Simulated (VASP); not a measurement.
Crystal: CuAu.

```xyz
2
Lattice="1.4431 0.8331 4.2562 -1.4431 0.8331 4.2562 0.0000 -1.6663 4.2562" Properties=species:S:1:pos:R:3 pbc="T T T"
Cu    0.0000    0.0000    6.3843
Au    0.0000    0.0000    0.0000
```

```yaml
Program: VASP 6.6.1
Task: relaxation of volume and atoms at fixed shape
Functional: LDA
Potentials_or_basis: VASP PAW LDA potentials, release 64 (Cu, Au)
Cutoff: 600 eV
k_mesh: 10 × 10 × 10
Occupations: fermi-dirac, width 0.05 eV
Spin: no spin polarisation
```

At the start: pressure -12.1 GPa; volume 15.35 Å³/atom.

Question: Where does the relaxation end?

Answer: Over 4 steps the energy falls by 49.8 meV/atom and the volume is 14.14 Å³/atom (-7.9 %); space group R-3m (No. 166, to 0.1 Å) before and after.

The path:
| step | energy change (eV) | largest force (eV/Å) | pressure (GPa) | volume (Å³) |
| --- | --- | --- | --- | --- |
| 1 | 0.0000 | 0.0000 | -12.09 | 30.70 |
| 2 | 0.0475 | 0.0000 | 21.19 | 25.84 |
| 3 | -0.0996 | 0.0000 | -0.26 | 28.33 |
| 4 | -0.0996 | 0.0000 | 0.00 | 28.28 |

Final structure:
```xyz
2
Lattice="1.4041 0.8107 4.1413 -1.4041 0.8107 4.1413 0.0000 -1.6213 4.1413" Properties=species:S:1:pos:R:3 pbc="T T T"
Cu    0.0000    0.0000    6.2119
Au    0.0000    0.0000    0.0000
```
